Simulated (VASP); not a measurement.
Write the native input for VASP 6.6.1 that does the following.

| Property | Result |
| --- | --- |
| Task | relaxation of cell and atoms |
| Functional | PBEsol |
| Potentials or basis | VASP PAW PBE potentials, release 64 (Ti_sv, N) |
| Cutoff | 600 eV |
| k mesh | 9 × 9 × 9 |
| Occupations | methfessel-paxton, width 0.2 eV |
| Spin | no spin polarisation |
| Target pressure | 2 GPa |
| Dipole correction | no |
| Further INCAR settings | ALGO = Normal; EDIFF = 1e-07; IBRION = 2; EDIFFG = -0.01; NSW = 80; ISIF = 3 |

The structure of TiN (Osbornite) lies in POSCAR:

```
TiN
1.0
    0.0000000000      2.1190000000      2.1190000000
    2.1190000000      0.0000000000      2.1190000000
    2.1190000000      2.1190000000      0.0000000000
Ti N
1 1
Direct
    0.0000000000      0.0000000000      0.0000000000
    0.5000000000      0.5000000000      0.5000000000
```

These files were run (other wordings do the same):

INCAR

```
PREC = Accurate ; ENCUT = 600
EDIFF = 1E-7 ; ISMEAR = 1
SIGMA = 0.2 ; LREAL = False
LASPH = True ; NELM = 80
ALGO = Normal ; ISIF = 3
LWAVE = False ; LCHARG = False
GGA = PS ; IBRION = 2
NSW = 80 ; EDIFFG = -0.01
PSTRESS = 20.0
```

KPOINTS

```
regular mesh
0
Gamma
  9 9 9
```

Potentials or basis: VASP PAW PBE potentials, release 64 (Ti_sv, N).

Command:

```bash
$ cat potpaw_PBE.64/Ti_sv/POTCAR potpaw_PBE.64/N/POTCAR > POTCAR
$ mpirun -np 1 vasp_std > vasp.out
```

It gave:

The relaxed volume is 9.24 Å³/atom, the relaxed cell is a = 2.967 Å, b = 2.967 Å, c = 2.967 Å, α = 60.00°, β = 60.00°, γ = 60.00° and the space group after relaxing (to 0.05 Å) is Fm-3m (No. 225). The energy change on relaxing (the enthalpy is what falls) is -4.3 meV/atom and the ionic steps are 3. The pressure after relaxing is 1.9 GPa.

Caveat: the cell is relaxed towards a set pressure, so the enthalpy falls and the energy may rise; the PAW data sets were made with another functional, which shifts forces and pressure a little.

It took 86 s on 1 thread of AMD EPYC 7R13, with other jobs on the host, peak memory 0.12 GiB.
